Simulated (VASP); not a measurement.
# B (Fd-3m) in VASP: a series of runs

B is run at these levels: PBE; tasks: relaxation of cell and atoms.

Program: VASP 6.6.1. These are calculated values, not measurements. Logs are shortened: lines on timing, memory, paths and dates and some standing lists are left out, and cuts for length are marked.

## Step 1: The cell of the first run

Symmetry: Fd-3m, No. 227, cubic system. The conventional cell has a = 3.145 Å, b = 3.145 Å, c = 3.145 Å, α = 90.00°, β = 90.00°, γ = 90.00°. Within 1.8 Å of B (site symmetry -43m) lie 4 B at 1.36 Å.

This isn't the form of B at room conditions, which is rhombohedral.

## Step 2: Relaxation of cell and atoms, PBE, target pressure 330 GPa, at which the enthalpy is minimised

Contents of INCAR:

```
SYSTEM = B
PREC = Accurate ; ENCUT = 600
EDIFF = 1E-7 ; ISMEAR = -1
SIGMA = 0.1 ; LREAL = .False.
LASPH = .True. ; NELM = 60
ALGO = Normal ; ISIF = 3
LWAVE = .False. ; LCHARG = .False.
GGA = PE ; IBRION = 2
NSW = 60 ; EDIFFG = -0.005
PSTRESS = 3300.0
```

Contents of KPOINTS:

```
regular mesh
0
Gamma
  19 19 19
  0 0 0
```

Contents of POSCAR:

```
B
1.0
    0.0000000000      1.5724799395      1.5724799395
    1.5724799395      0.0000000000      1.5724799395
    1.5724799395      1.5724799395      0.0000000000
B
2
Direct
   -0.1250000000     -0.1250000000     -0.1250000000
    0.1250000000      0.1250000000      0.1250000000
```

Potentials or basis: VASP PAW PBE potentials, release 64 (B).

Started as:

```
> cat potpaw_PBE.64/B/POTCAR > POTCAR
> mpirun -np 1 vasp_std > vasp.out
```

OUTCAR:

```text
SYSTEM = B
   PREC = Accurate
   ENCUT = 600
   EDIFF = 1E-7
   ISMEAR = -1
   LREAL = .False.
   LASPH = .True.
   NELM = 60
   ISIF = 3
   GGA = PE
   IBRION = 2
   NSW = 60
   EDIFFG = -0.005
   PSTRESS = 3300.0

 ion  position               nearest neighbor table
   1  0.875  0.875  0.875-   2 1.36   2 1.36   2 1.36   2 1.36
   2  0.125  0.125  0.125-   1 1.36   1 1.36   1 1.36   1 1.36

  LATTYP: Found a face centered cubic cell.
 ALAT       =     3.1449598790

  Lattice vectors:

 A1 = (   0.0000000000,   1.5724799395,   1.5724799395)
 A2 = (   1.5724799395,   0.0000000000,   1.5724799395)
 A3 = (   1.5724799395,   1.5724799395,   0.0000000000)

Analysis of symmetry for initial positions (statically):
=====================================================================
 Subroutine PRICEL returns:
 Original cell was already a primitive cell.

 Routine SETGRP: Setting up the symmetry group for a
 face centered cubic supercell.

 Subroutine GETGRP returns: Found 48 space group operations
 (whereof 12 operations were pure point group operations)
 out of a pool of 48 trial point group operations.

The static configuration has the point symmetry D_3d.
 The point group associated with its full space group is O_h .

Analysis of symmetry for dynamics (positions and initial velocities):
=====================================================================
 Subroutine PRICEL returns:
 Original cell was already a primitive cell.

 Routine SETGRP: Setting up the symmetry group for a
 face centered cubic supercell.

 Subroutine GETGRP returns: Found 48 space group operations
 (whereof 12 operations were pure point group operations)
 out of a pool of 48 trial point group operations.

The dynamic configuration has the point symmetry D_3d.
 The point group associated with its full space group is O_h .

 Subroutine INISYM returns: Found 48 space group operations
 (whereof 12 operations are pure point group operations),
 and found     1 'primitive' translations

----------------------------------------------------------------------------------------

                                     Primitive cell

  volume of cell :       7.7765

  direct lattice vectors                    reciprocal lattice vectors
     0.000000000  1.572479939  1.572479939    -0.317969080  0.317969080  0.317969080
     1.572479939  0.000000000  1.572479939     0.317969080 -0.317969080  0.317969080
     1.572479939  1.572479939  0.000000000     0.317969080  0.317969080 -0.317969080

  length of vectors
     2.223822457  2.223822457  2.223822457     0.550738602  0.550738602  0.550738602
[... 74 lines left out ...]
   ICHARG =      2    charge: 1-file 2-atom 10-const
   ISPIN  =      1    spin polarized calculation?
   LNONCOLLINEAR =      F non collinear calculations
   LSORBIT =      F    spin-orbit coupling
   LASPH  =      T    aspherical Exc in radial PAW
   ENCUT  =  600.0 eV  44.10 Ry    6.64 a.u.   4.44  4.44  4.44*2*pi/ulx,y,z
   NELM   =     60;   NELMIN=  2; NELMDL= -5     # of ELM steps
   EDIFF  = 0.1E-06   stopping-criterion for ELM
   LREAL  =      F    real-space projection
   EDIFFG = -.5E-02   stopping-criterion for IOM
   NSW    =     60    number of steps for IOM
   IBRION =      2    ionic relax: 0-MD 1-quasi-New 2-CG
   NFREE  =      1    steps in history (QN), initial steepest desc. (CG)
   ISIF   =      3    stress and relaxation
   ISYM   =      2    0-nonsym 1-usesym 2-fastsym
   POTIM  = 0.5000    time-step for ionic-motion
   TEBEG  =    0.0;   TEEND  =   0.0 temperature during run
   PSTRESS= 3300.0 pullay stress
   NELECT =       6.0000    total number of electrons
   NUPDOWN=      -1.0000    fix difference up-down
   EMIN   =  10.00;   EMAX   =-10.00  energy-range for DOS
   EFERMI =   0.00;   METHOD = LEGACY
   ISMEAR =    -1;   SIGMA  =   0.10  broadening in eV -4-tet -1-fermi 0-gaus
   EFERMI_NEDOS =   21; number of points for ismear=-14 and -15
   IALGO  =     38    algorithm
   IMIX   =      4    mixing-type and parameters
     AMIX     =   0.40;   BMIX     =  1.00
     AMIX_MAG =   1.60;   BMIX_MAG =  1.00
  volume/ion in A,a.u.               =       3.89        26.24
  Fermi-wavevector in a.u.,A,eV,Ry     =   1.501517  2.837455 30.675043  2.254552
  Thomas-Fermi vector in A             =   2.612877
   LORBIT       =      0    0 simple, 1 ext, 2 COOP (PROOUT), +10 PAW based schemes
   GGA     = PE    functional components
   LHFCALC =     F    Hartree Fock is set to
   AEXX    =    0.0000 exact exchange contribution
   IVDW    =     0    specifies the selected vdW correction
   LEPSILON=     F    determine dielectric tensor
   LRPA    =     F    only Hartree local field effects (RPA)
 conjugate gradient relaxation of ions
 non-spin polarized calculation
  energy-cutoff  :      600.00
  volume of cell :        7.78
 maximum number of plane-waves:       271
 NGX is ok and might be reduce to    18
   NGX =  9   NGY =  9   NGZ =  9

--------------------------------------- Ionic step        1  -------------------------------------------

 number of electron       6.0000000 magnetization

 Free energy of the ion-electron system (eV)
  ---------------------------------------------------
  ext. energy  EPLUGINS =         0.00000000
  ---------------------------------------------------
  free energy    TOTEN  =        -3.83235998 eV

  energy without entropy =       -3.81552393  energy(sigma->0) =       -3.82394196

 E-fermi :  11.4667     XC(G=0): -14.5799

 val. band max:       11.4616884090   @ k =  -0.4211   0.1579   0.0000
 cond. band min:      11.5252055227   @ k =   0.3158   0.2105   0.1053
 fundamental gap:      0.0635171136
 Fermi energy:        11.4666998041

 k-point     1 :       0.0000    0.0000    0.0000
  band No.  band energies     occupation
      1      -8.1471      2.00000
      2      18.9311      0.00000
      3      18.9311      0.00000
      4      18.9311      0.00000
      5      24.4684      0.00000
      6      24.4684      0.00000
      7      24.4684      0.00000
[... 339 lines left out ...]
  energy  without entropy=       -6.8883193216  energy(sigma->0) =       -6.89735936

  enthalpy is  TOTEN    =        11.7069301498 eV   P V=       18.6133295455

[... ionic steps 4 to 15 ...]

--------------------------------------- Ionic step       16  -------------------------------------------

 number of electron       6.0000000 magnetization

------------------------ aborting loop because EDIFF is reached ----------------------------------------
[... 71 lines left out ...]
--------------------------------------- Ionic step       18  -------------------------------------------

 number of electron       6.0000000 magnetization

 Free energy of the ion-electron system (eV)
  ---------------------------------------------------
  ext. energy  EPLUGINS =         0.00000000
  ---------------------------------------------------
  free energy    TOTEN  =        -6.51012275 eV

  energy without entropy =       -6.49222142  energy(sigma->0) =       -6.50117208

 E-fermi :   9.8659     XC(G=0): -13.9632

 val. band max:        9.8574271515   @ k =  -0.3158   0.3158   0.0526
 cond. band min:       9.8719458159   @ k =   0.4211   0.2105   0.0526
 fundamental gap:      0.0145186644
 Fermi energy:         9.8658788398

 k-point     1 :       0.0000    0.0000    0.0000
  band No.  band energies     occupation
      1      -8.4292      2.00000
      2      16.6216      0.00000
      3      16.6216      0.00000
      4      16.6216      0.00000
      5      21.9194      0.00000
      6      21.9194      0.00000
      7      21.9194      0.00000
[... 263 lines left out ...]
  energy  without entropy=       -6.4922214173  energy(sigma->0) =       -6.50117208

  enthalpy is  TOTEN    =        11.6922394713 eV   P V=       18.2023622230

 reached required accuracy - stopping structural energy minimisation
```

Run time: 1.9 min. Hardware: 1 thread of AMD EPYC 7R13, shared host; peak memory 0.09 GiB.

What came out:

```
Free energy                                                : -6.5101 eV
Relaxed volume                                             : 4.42 Å³/atom
Relaxed cell                                               : a = 2.321 Å, b = 2.321 Å, c = 2.321 Å, α = 60.00°, β = 60.00°, γ = 60.00°
Space group after relaxing (to 0.1 Å)                      : Fd-3m (No. 227)
Energy change on relaxing (the run minimises the enthalpy) : -1338.9 meV/atom
Ionic steps                                                : 18
Pressure after relaxing                                    : 330.0 GPa
Band gap on the k mesh                                     : zero (bands 3 and 4 overlap by 11.89 eV)
```

Step by step:
```tsv
step	energy change (eV)	largest force (eV/Å)	pressure (GPa)	volume (Å³)
1	0.0000	0.0000	490.52	7.78
2	-7.0747	0.0000	66.18	13.04
3	-3.0740	0.0000	306.75	9.04
4	-2.6985	0.0000	328.79	8.85
5	-2.6525	0.0000	331.49	8.83
6	-2.6535	0.0000	331.43	8.83
7	-2.6564	0.0000	331.27	8.83
8	-2.6564	0.0000	331.26	8.83
9	-2.6564	0.0000	331.25	8.83
10	-2.6565	0.0000	331.25	8.83
11	-2.6568	0.0000	331.24	8.83
12	-2.6572	0.0000	331.21	8.83
13	-2.6581	0.0000	331.16	8.83
14	-2.6600	0.0000	331.05	8.83
15	-2.6636	0.0000	330.83	8.83
16	-2.6709	0.0000	330.40	8.83
17	-2.6855	0.0000	329.54	8.84
18	-2.6778	0.0000	329.98	8.84
```

Final structure:
```cif
data_structure
_symmetry_space_group_name_H-M 'P 1'
_symmetry_Int_Tables_number 1
_cell_length_a 2.3207
_cell_length_b 2.3207
_cell_length_c 2.3207
_cell_angle_alpha 60.000
_cell_angle_beta 60.000
_cell_angle_gamma 60.000
_cell_volume 8.84
loop_
_atom_site_label
_atom_site_type_symbol
_atom_site_fract_x
_atom_site_fract_y
_atom_site_fract_z
_atom_site_occupancy
B1 B 0.87500 0.87500 0.87500 1
B2 B 0.12500 0.12500 0.12500 1
```

Caveat: the cell is relaxed towards a set pressure, so the run minimises the enthalpy, not the energy.

## Step 3: Relaxation of cell and atoms, PBE, target pressure 330 GPa, at which the enthalpy is minimised

This run uses another cell than the first one, of 4.41 Å³/atom.

Contents of INCAR:

```
PREC = Accurate
ENCUT = 600
EDIFF = 1E-6
ISMEAR = -1
SIGMA = 0.1
LREAL = F
LASPH = T
NELM = 100
ALGO = Normal
ISIF = 3
LWAVE = F
LCHARG = F
GGA = PE
IBRION = 2
NSW = 32
EDIFFG = -0.005
PSTRESS = 3300.0
```

Contents of KPOINTS:

```
regular mesh
0
Gamma
  19 19 19
```

Contents of POSCAR:

```
B
1.0
    0.0000000000      1.6403871897      1.6403871897
    1.6403871897      0.0000000000      1.6403871897
    1.6403871897      1.6403871897      0.0000000000
B
2
Direct
   -0.1250000000     -0.1250000000     -0.1250000000
    0.1250000000      0.1250000000      0.1250000000
```

Potentials or basis: VASP PAW PBE potentials, release 64 (B).

Started as:

```
> cat potpaw_PBE.64/B/POTCAR > POTCAR
> mpirun -np 1 vasp_std > vasp.out
```

OUTCAR:

```text
PREC = Accurate
   ENCUT = 600
   EDIFF = 1E-6
   ISMEAR = -1
   LREAL = F
   LASPH = T
   NELM = 100
   ISIF = 3
   GGA = PE
   IBRION = 2
   NSW = 32
   EDIFFG = -0.005
   PSTRESS = 3300.0

 ion  position               nearest neighbor table
   1  0.875  0.875  0.875-   2 1.42   2 1.42   2 1.42   2 1.42
   2  0.125  0.125  0.125-   1 1.42   1 1.42   1 1.42   1 1.42

  LATTYP: Found a face centered cubic cell.
 ALAT       =     3.2807743794

  Lattice vectors:

 A1 = (   0.0000000000,   1.6403871897,   1.6403871897)
 A2 = (   1.6403871897,   0.0000000000,   1.6403871897)
 A3 = (   1.6403871897,   1.6403871897,   0.0000000000)

Analysis of symmetry for initial positions (statically):
=====================================================================
 Subroutine PRICEL returns:
 Original cell was already a primitive cell.

 Routine SETGRP: Setting up the symmetry group for a
 face centered cubic supercell.

 Subroutine GETGRP returns: Found 48 space group operations
 (whereof 12 operations were pure point group operations)
 out of a pool of 48 trial point group operations.

The static configuration has the point symmetry D_3d.
 The point group associated with its full space group is O_h .

Analysis of symmetry for dynamics (positions and initial velocities):
=====================================================================
 Subroutine PRICEL returns:
 Original cell was already a primitive cell.

 Routine SETGRP: Setting up the symmetry group for a
 face centered cubic supercell.

 Subroutine GETGRP returns: Found 48 space group operations
 (whereof 12 operations were pure point group operations)
 out of a pool of 48 trial point group operations.

The dynamic configuration has the point symmetry D_3d.
 The point group associated with its full space group is O_h .

 Subroutine INISYM returns: Found 48 space group operations
[... 123 lines left out ...]
   LHFCALC =     F    Hartree Fock is set to
   AEXX    =    0.0000 exact exchange contribution
   IVDW    =     0    specifies the selected vdW correction
   LEPSILON=     F    determine dielectric tensor
   LRPA    =     F    only Hartree local field effects (RPA)
 conjugate gradient relaxation of ions
 non-spin polarized calculation
  energy-cutoff  :      600.00
  volume of cell :        8.83
 maximum number of plane-waves:       306
   NGX =  9   NGY =  9   NGZ =  9

--------------------------------------- Ionic step        1  -------------------------------------------

 number of electron       6.0000000 magnetization

 Free energy of the ion-electron system (eV)
  ---------------------------------------------------
  ext. energy  EPLUGINS =         0.00000000
  ---------------------------------------------------
  free energy    TOTEN  =        -6.49370622 eV

  energy without entropy =       -6.47581005  energy(sigma->0) =       -6.48475813

------------------------ aborting loop because EDIFF is reached ----------------------------------------

  FORCE on cell =-STRESS in cart. coord.  units (eV):
  Direction    XX          YY          ZZ          XY          YZ          ZX
  --------------------------------------------------------------------------------------
  -------------------------------------------------------------------------------------
  Total       18.2455138     18.2455138     18.2455138     -0.0000000      0.0000000      0.0000000
  in kB     3311.2927507   3311.2927507   3311.2927507     -0.0000000      0.0000000      0.0000000
  external PRESSURE =      11.2927507 kB  Pullay stress =    3300.0000000 kB
[... 63 lines left out ...]
--------------------------------------- Ionic step        3  -------------------------------------------

 number of electron       6.0000000 magnetization

 Free energy of the ion-electron system (eV)
  ---------------------------------------------------
  ext. energy  EPLUGINS =         0.00000000
  ---------------------------------------------------
  free energy    TOTEN  =        -6.51259536 eV

  energy without entropy =       -6.49469083  energy(sigma->0) =       -6.50364310

 E-fermi :   9.8648     XC(G=0): -13.9634

 val. band max:        9.8562175053   @ k =  -0.3158   0.3158   0.0526
 cond. band min:       9.8707550544   @ k =   0.4211   0.2105   0.0526
 fundamental gap:      0.0145375492
 Fermi energy:         9.8648084352

 k-point     1 :       0.0000    0.0000    0.0000
  band No.  band energies     occupation
      1      -8.4293      2.00000
      2      16.6210      0.00000
      3      16.6210      0.00000
      4      16.6210      0.00000
      5      21.9185      0.00000
      6      21.9185      0.00000
      7      21.9185      0.00000
[... 221 lines left out ...]
 k-point    24 :      -0.2632    0.0526    0.0000
  band No.  band energies     occupation
      1      -5.9805      2.00000
      2       6.9966      2.00000
      3      12.7151      0.00000
      4      14.1889      0.00000
      5      24.4927      0.00000
      6      25.5386      0.00000
      7      29.2125      0.00000

 [... further k-points ...]

------------------------ aborting loop because EDIFF is reached ----------------------------------------

  FORCE on cell =-STRESS in cart. coord.  units (eV):
  Direction    XX          YY          ZZ          XY          YZ          ZX
  --------------------------------------------------------------------------------------
  -------------------------------------------------------------------------------------
  Total       18.2032410     18.2032410     18.2032410      0.0000000     -0.0000000      0.0000000
  in kB     3300.1982450   3300.1982450   3300.1982450      0.0000000     -0.0000000      0.0000000
  external PRESSURE =       0.1982450 kB  Pullay stress =    3300.0000000 kB
[... 21 lines left out ...]
  energy  without entropy=       -6.4946908313  energy(sigma->0) =       -6.50364310

  enthalpy is  TOTEN    =        11.6895521631 eV   P V=       18.2021475262

 reached required accuracy - stopping structural energy minimisation
```

Run time: 41 s. Hardware: 1 thread of AMD EPYC 7R13, shared host; peak memory 0.1 GiB.

Results:

```yaml
Free_energy: -6.5126 eV
Relaxed_volume: 4.42 Å³/atom
Relaxed_cell: a = 2.321 Å, b = 2.321 Å, c = 2.321 Å, α = 60.00°, β = 60.00°, γ = 60.00°
Space_group_after_relaxing_to_0.1_Å: Fd-3m (No. 227)
Energy_change_on_relaxing_the_run_minimises_the_enthalpy: -9.4 meV/atom
Ionic_steps: 3
Pressure_after_relaxing: 330.0 GPa
Band_gap_on_the_k_mesh: zero (bands 3 and 4 overlap by 11.89 eV)
```

Step by step:
```
step  energy change (eV)  largest force (eV/Å)  pressure (GPa)  volume (Å³)
   1              0.0000                0.0000          331.13         8.83
   2             -0.0817                0.0000          326.32         8.87
   3             -0.0189                0.0000          330.02         8.84
```

Final structure:
```yaml
crystal:
  lattice:
    - [0.00000, 1.64095, 1.64095]
    - [1.64095, 0.00000, 1.64095]
    - [1.64095, 1.64095, 0.00000]
  atoms:
    - { symbol: B, position: [0.87500, 0.87500, 0.87500] }
    - { symbol: B, position: [0.12500, 0.12500, 0.12500] }
```

Caveat: the cell is relaxed towards a set pressure, so the run minimises the enthalpy, not the energy.
